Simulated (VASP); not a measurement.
## InSb3: single point with PBE

Crystal: InSb3.

```
In Sb
1.0
     4.66945    0.16849    0.16849
     0.16849    4.66945    0.16849
     0.16849    0.16849    4.66945
In Sb
1 3
Direct
  0.00000 0.00000 0.00000
  0.50000 0.00000 0.50000
  0.00000 0.50000 0.50000
  0.50000 0.50000 0.00000
```

```yaml
Program: VASP 6.6.1
Task: single point
Functional: PBE
Potentials_or_basis: VASP PAW PBE potentials, release 64 (In_d, Sb)
Cutoff: 520 eV
k_mesh: 8 × 8 × 8
Occupations: gaussian, width 0.15 eV
Spin: no spin polarisation
Dipole_correction: no
Further_INCAR_settings: ALGO = Normal; EDIFF = 1e-06; NBANDS = 22
```

```json
{
 "Pressure": "6.6 GPa",
 "Band gap on the k mesh": "zero (bands 14 and 15 overlap by 4.24 eV)"
}
```

Stress tensor (GPa, compression positive):
```
 6.62 -1.83 -1.83
-1.83  6.62 -1.83
-1.83 -1.83  6.62
```

Levels at points of the mesh, in eV from the Fermi level:
| k point | band 12 | band 13 | band 14 | band 15 | band 16 | band 17 |
| --- | --- | --- | --- | --- | --- | --- |
| (0.00, 0.00, 0.00) | -3.52 | -0.03 | -0.03 | 1.16 | 1.46 | 2.58 |
| (0.50, 0.00, 0.00) | -2.43 | -2.07 | -1.17 | -0.92 | 1.47 | 2.58 |
| (0.50, 0.50, 0.00) | -1.59 | -1.46 | -1.08 | -0.92 | 0.11 | 1.17 |
| (0.50, 0.50, 0.50) | -5.35 | -4.84 | 3.32 | 3.32 | 4.11 | 4.66 |

Run time: 2.1 min on 1 thread of Intel Xeon 8259CL, with other jobs on the host, peak memory 0.29 GiB.

Caveat: the cell stands under pressure; spin-orbit coupling is left out, which moves the levels of the heavy elements.
